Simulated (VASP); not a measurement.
A run of VASP 6.6.1:

Contents of INCAR:

```
ALGO = Fast
EDIFF = 1E-6
ENCUT = 520
GGA = PE
ISIF = 2
ISMEAR = 0
IVDW = 12
LASPH = T
LCHARG = F
LREAL = F
LWAVE = F
NBANDS = 14
NELM = 80
PREC = Accurate
SIGMA = 0.15
```

Contents of KPOINTS:

```
k-points
0
Gamma
  18 18 4
```

POSCAR

```
Al
1.0
    2.8144222649      0.0000000000      0.0000000000
   -1.4072111325      2.4373611784      0.0000000000
    0.0000000000      0.0000000000      9.2410470711
Al
4
Direct
   -0.2551180224     -0.1867593544      0.0000000000
    0.3333333333      0.6666666667      0.2500000000
    0.2551180224      0.1867593544      0.5000000000
    0.6666666667      0.3333333333      0.7500000000
```

Potentials or basis: VASP PAW PBE potentials, release 64 (Al).

The run is started by

```bash
$ cat potpaw_PBE.64/Al/POTCAR > POTCAR
$ mpirun -np 1 vasp_std > vasp.out
```

Hardware: 1 thread of Intel(R) Xeon(R) 6975P-C (Granite Rapids), with other jobs on the host.

Problem. Estimate the wall time of this run.

Solution. Run time: 2.3 min on 1 thread of Intel(R) Xeon(R) 6975P-C (Granite Rapids) (shared host), peak memory 0.43 GiB. Counts: scf iterations 12, k points 492.
